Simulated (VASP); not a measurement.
# Bi (Im-3m) in VASP: notebook

The runs below take Bi through single point, with revPBE.

Everything below comes from runs of VASP 6.6.1. Logs are shortened: lines on timing, memory, paths and dates and some standing lists are left out, and cuts for length are marked.

## Step 1: The cell of the first run

Symmetry: Im-3m, No. 229, cubic system. Conventional cell: a = 4.013 Å, b = 4.013 Å, c = 4.013 Å, α = 90.00°, β = 90.00°, γ = 90.00°. Within 4.6 Å of Bi (site symmetry m-3m) lie 14 Bi at 3.48 to 4.01 Å.

## Step 2: Single point, revPBE

Contents of INCAR:

```
SYSTEM = Bi
PREC = Accurate
ENCUT = 520
EDIFF = 1E-6
ISMEAR = -1
SIGMA = 0.1
LREAL = .FALSE.
LASPH = .TRUE.
NELM = 60
ALGO = Normal
ISIF = 2
LWAVE = .FALSE.
LCHARG = .FALSE.
GGA = RE
NBANDS = 14
```

Contents of KPOINTS:

```
regular mesh
0
G
  11 11 11
  0 0 0
```

Contents of POSCAR:

```
Bi
1.0
   -2.0064713984      2.0064713984      2.0064713984
    2.0064713984     -2.0064713984      2.0064713984
    2.0064713984      2.0064713984     -2.0064713984
Bi
1
Direct
    0.0000000000      0.0000000000      0.0000000000
```

Potentials or basis: VASP PAW PBE potentials, release 64 (Bi_d).

Launch:

```
$ cat potpaw_PBE.64/Bi_d/POTCAR > POTCAR
$ mpirun -np 1 vasp_std > vasp.out
```

OUTCAR:

```text
SYSTEM = Bi
   PREC = Accurate
   ENCUT = 520
   EDIFF = 1E-6
   ISMEAR = -1
   LREAL = .FALSE.
   LASPH = .TRUE.
   NELM = 60
   ISIF = 2
   GGA = RE

 ion  position               nearest neighbor table
   1  0.000  0.000  0.000-

  LATTYP: Found a body centered cubic cell.
 ALAT       =     4.0129427968

  Lattice vectors:

 A1 = (  -2.0064713984,   2.0064713984,   2.0064713984)
 A2 = (   2.0064713984,  -2.0064713984,   2.0064713984)
 A3 = (   2.0064713984,   2.0064713984,  -2.0064713984)

Analysis of symmetry for initial positions (statically):
=====================================================================
 Subroutine PRICEL returns:
 Original cell was already a primitive cell.

 Routine SETGRP: Setting up the symmetry group for a
 body centered cubic supercell.

 Subroutine GETGRP returns: Found 48 space group operations
[... 9 lines left out ...]

 Routine SETGRP: Setting up the symmetry group for a
 body centered cubic supercell.

 Subroutine GETGRP returns: Found 48 space group operations
[... 11 lines left out ...]
                                     Primitive cell

  volume of cell :      32.3116

  direct lattice vectors                    reciprocal lattice vectors
    -2.006471398  2.006471398  2.006471398     0.000000000  0.249193684  0.249193684
     2.006471398 -2.006471398  2.006471398     0.249193684  0.000000000  0.249193684
     2.006471398  2.006471398 -2.006471398     0.249193684  0.249193684  0.000000000

  length of vectors
     3.475310406  3.475310406  3.475310406     0.352413088  0.352413088  0.352413088

  position of ions in fractional coordinates (direct lattice)
     0.000000000  0.000000000  0.000000000

  ion indices of the primitive-cell ions
   primitive index   ion index
                 1           1

----------------------------------------------------------------------------------------

 KPOINTS: regular mesh

Automatic generation of k-mesh.
 Grid dimensions read from file:
 generate k-points for:   11   11   11

 Generating k-lattice:

  Cartesian coordinates                     Fractional coordinates (reciprocal lattice)
     0.000000000  0.022653971  0.022653971     0.090909091  0.000000000  0.000000000
     0.022653971  0.000000000  0.022653971     0.000000000  0.090909091  0.000000000
     0.022653971  0.022653971  0.000000000     0.000000000  0.000000000  0.090909091

  Length of vectors
[... 54 lines left out ...]
   NELM   =     60;   NELMIN=  2; NELMDL= -5     # of ELM steps
   EDIFF  = 0.1E-05   stopping-criterion for ELM
   LREAL  =      F    real-space projection
   EDIFFG = 0.1E-04   stopping-criterion for IOM
   NSW    =      0    number of steps for IOM
   IBRION =     -1    ionic relax: 0-MD 1-quasi-New 2-CG
   NFREE  =      0    steps in history (QN), initial steepest desc. (CG)
   ISIF   =      2    stress and relaxation
   ISYM   =      2    0-nonsym 1-usesym 2-fastsym
   POTIM  = 0.5000    time-step for ionic-motion
   TEBEG  =    0.0;   TEEND  =   0.0 temperature during run
   PSTRESS=    0.0 pullay stress
   NELECT =      15.0000    total number of electrons
   NUPDOWN=      -1.0000    fix difference up-down
   EMIN   =  10.00;   EMAX   =-10.00  energy-range for DOS
   EFERMI =   0.00;   METHOD = LEGACY
   ISMEAR =    -1;   SIGMA  =   0.10  broadening in eV -4-tet -1-fermi 0-gaus
   EFERMI_NEDOS =   21; number of points for ismear=-14 and -15
   IALGO  =     38    algorithm
   IMIX   =      4    mixing-type and parameters
     AMIX     =   0.40;   BMIX     =  1.00
     AMIX_MAG =   1.60;   BMIX_MAG =  1.00
  volume/ion in A,a.u.               =      32.31       218.05
  Fermi-wavevector in a.u.,A,eV,Ry     =   1.267610  2.395435 21.862315  1.606835
  Thomas-Fermi vector in A             =   2.400749
   LORBIT       =      0    0 simple, 1 ext, 2 COOP (PROOUT), +10 PAW based schemes
   GGA     = RE    functional components
   LHFCALC =     F    Hartree Fock is set to
   AEXX    =    0.0000 exact exchange contribution
   IVDW    =     0    specifies the selected vdW correction
   LEPSILON=     F    determine dielectric tensor
   LRPA    =     F    only Hartree local field effects (RPA)
 non-spin polarized calculation
  energy-cutoff  :      520.00
  volume of cell :       32.31
 maximum number of plane-waves:       909
 NGX is ok and might be reduce to    28
   NGX = 13   NGY = 13   NGZ = 13

 number of electron      15.0000004 magnetization

 Free energy of the ion-electron system (eV)
  ---------------------------------------------------
  ext. energy  EPLUGINS =         0.00000000
  ---------------------------------------------------
  free energy    TOTEN  =        -3.43350120 eV

  energy without entropy =       -3.40729949  energy(sigma->0) =       -3.42040034

 E-fermi :   7.5230     XC(G=0): -10.0566

 val. band max:        7.4849143519   @ k =  -0.2727   0.3636   0.1818
 cond. band min:       7.5548397296   @ k =  -0.3636   0.4545   0.0909
 fundamental gap:      0.0699253777
 Fermi energy:         7.5230394447

 k-point     1 :       0.0000    0.0000    0.0000
  band No.  band energies     occupation
      1     -15.5241      2.00000
      2     -15.5241      2.00000
      3     -15.5241      2.00000
      4     -15.4116      2.00000
      5     -15.4116      2.00000
      6      -5.7245      2.00000
      7      12.4076      0.00000
      8      12.4076      0.00000
      9      12.4076      0.00000
     10      16.1774      0.00000
     11      17.9788      0.00000
     12      17.9788      0.00000
     13      17.9788      0.00000
     14      18.9702      0.00000
[... 377 lines left out ...]
      1     -15.5294      2.00000
      2     -15.4749      2.00000
      3     -15.4210      2.00000
      4     -15.4170      2.00000
      5     -15.3836      2.00000
      6      -2.6008      2.00000
      7       3.5287      2.00000
      8       6.2114      2.00000
      9       8.3741      0.00040
     10      17.1880      0.00000
     11      19.1649      0.00000
     12      20.2881      0.00000
     13      21.0232      0.00000
     14      24.3437      0.00000

 [... further k-points ...]
[... 5 lines left out ...]
  --------------------------------------------------------------------------------------
  -------------------------------------------------------------------------------------
  Total       -0.0091129     -0.0091129     -0.0091129      0.0000000     -0.0000000      0.0000000
  in kB       -0.4518635     -0.4518635     -0.4518635      0.0000000     -0.0000000      0.0000000
  external PRESSURE =      -0.4518635 kB  Pullay stress =       0.0000000 kB

 VOLUME and BASIS-vectors are now :
 -----------------------------------------------------------------------------
  energy-cutoff  :      520.00
  volume of cell :       32.31
      direct lattice vectors                 reciprocal lattice vectors
    -2.006471398  2.006471398  2.006471398     0.000000000  0.249193684  0.249193684
     2.006471398 -2.006471398  2.006471398     0.249193684  0.000000000  0.249193684
     2.006471398  2.006471398 -2.006471398     0.249193684  0.249193684  0.000000000

 POSITION                                       TOTAL-FORCE (eV/Angst)
 -----------------------------------------------------------------------------------
      0.00000      0.00000      0.00000         0.000000      0.000000     -0.000000
 -----------------------------------------------------------------------------------
    total drift:                                0.000000     -0.000000      0.000000

  FREE ENERGIE OF THE ION-ELECTRON SYSTEM (eV)
  ---------------------------------------------------
  free  energy   TOTEN  =        -3.4335011997 eV

  energy  without entropy=       -3.4072994857  energy(sigma->0) =       -3.42040034
```

OSZICAR:

```text
N       E                     dE             d eps       ncg     rms          rms(c)
DAV:   1     0.116547820218E+03    0.11655E+03   -0.75838E+03  1592   0.122E+03
DAV:   2     0.352030472672E+01   -0.11303E+03   -0.10922E+03  1712   0.352E+02
DAV:   3    -0.326555146076E+01   -0.67859E+01   -0.67377E+01  1958   0.812E+01
DAV:   4    -0.342678703181E+01   -0.16124E+00   -0.16119E+00  1992   0.133E+01
DAV:   5    -0.343358657463E+01   -0.67995E-02   -0.67993E-02  2260   0.249E+00    0.456E-01
DAV:   6    -0.343246638343E+01    0.11202E-02   -0.68800E-03  2134   0.109E+00    0.287E-01
DAV:   7    -0.343336725494E+01   -0.90087E-03   -0.54168E-03  2078   0.942E-01    0.811E-02
DAV:   8    -0.343349992290E+01   -0.13267E-03   -0.59581E-04  2048   0.343E-01    0.122E-02
DAV:   9    -0.343350052184E+01   -0.59894E-06   -0.13799E-05  2114   0.462E-02    0.621E-03
DAV:  10    -0.343350119973E+01   -0.67788E-06   -0.27708E-06  2000   0.142E-02
   1 F= -.34335012E+01 E0= -.34204003E+01  d E =-.262017E-01
```

stdout:

```text
POSCAR found type information on POSCAR Bi
 POSCAR found :  1 types and       1 ions
 scaLAPACK will be used
 -----------------------------------------------------------------------------
|                                                                             |
|                                                                             |
|     You enforced a specific xc type in the INCAR file but a different       |
|     I HOPE YOU KNOW WHAT YOU ARE DOING!                                     |
|                                                                             |
 -----------------------------------------------------------------------------

 LDA part: xc-table for (Slater+PW92), standard interpolation
 POSCAR, INCAR and KPOINTS ok, starting setup
 FFT: planning ... GRIDC
 FFT: planning ... GRID_SOFT
 FFT: planning ... GRID
 WAVECAR not read
 entering main loop
```

It used 16 s of CPU time on 1 thread of AMD EPYC 7R13 Processor (Zen 3) (shared host).

What came out:

| Quantity | Value |
| --- | --- |
| Free energy | -3.4335 eV |
| Pressure | 0.0 GPa |

Levels at points of the mesh, in eV from the Fermi level:
| k point | band 3 | band 4 | band 5 | band 6 | band 7 | band 8 | band 9 | band 10 | band 11 | band 12 |
| --- | --- | --- | --- | --- | --- | --- | --- | --- | --- | --- |
| (0.00, 0.00, 0.00) | -23.05 | -22.93 | -22.93 | -13.25 | 4.88 | 4.88 | 4.88 | 8.65 | 10.46 | 10.46 |

Caveat: the PAW data sets were made with another functional, which shifts forces and pressure a little; spin-orbit coupling is left out, which moves the levels of the heavy elements.

## Step 3: Single point, revPBE (volume scaled by 0.88)

Contents of INCAR:

```
SYSTEM = Bi
PREC = Accurate
ENCUT = 520
EDIFF = 1E-6
ISMEAR = -1
SIGMA = 0.1
LREAL = .False.
LASPH = .True.
NELM = 100
ALGO = Normal
ISIF = 2
LWAVE = .False.
LCHARG = .True.
GGA = RE
LELF = .True.
LVHAR = .True.
NBANDS = 14
```

Contents of KPOINTS:

```
Automatic mesh
0
Gamma
  12 12 12
  0 0 0
```

Contents of POSCAR:

```
Bi
1.0
   -1.9227693802      1.9227693802      1.9227693802
    1.9227693802     -1.9227693802      1.9227693802
    1.9227693802      1.9227693802     -1.9227693802
Bi
1
Direct
    0.0000000000      0.0000000000      0.0000000000
```

Potentials or basis: VASP PAW PBE potentials, release 64 (Bi_d).

Launch:

```
$ cat potpaw_PBE.64/Bi_d/POTCAR > POTCAR
$ mpirun -np 1 vasp_std > vasp.out
```

It took 27 s on 1 thread of AMD EPYC 7R13 (Zen 3), shared host; peak memory 0.14 GiB.

Results (log left out):

```
Free energy : -3.3583 eV
Pressure    : 7.9 GPa
```

Levels at points of the mesh, in eV from the Fermi level:
| k point | band 5 | band 6 | band 7 | band 8 | band 9 | band 10 |
| --- | --- | --- | --- | --- | --- | --- |
| (0.00, 0.00, 0.00) | -23.07 | -14.25 | 5.76 | 5.76 | 5.76 | 10.27 |
| (0.50, 0.00, 0.00) | -22.96 | -10.66 | -5.70 | 1.69 | 3.64 | 6.22 |
| (0.50, 0.50, 0.50) | -22.99 | -8.11 | -2.08 | -2.08 | -2.08 | 3.36 |

Caveat: the PAW data sets were made with another functional, which shifts forces and pressure a little; spin-orbit coupling is left out, which moves the levels of the heavy elements.

[end of part 1 of 2]
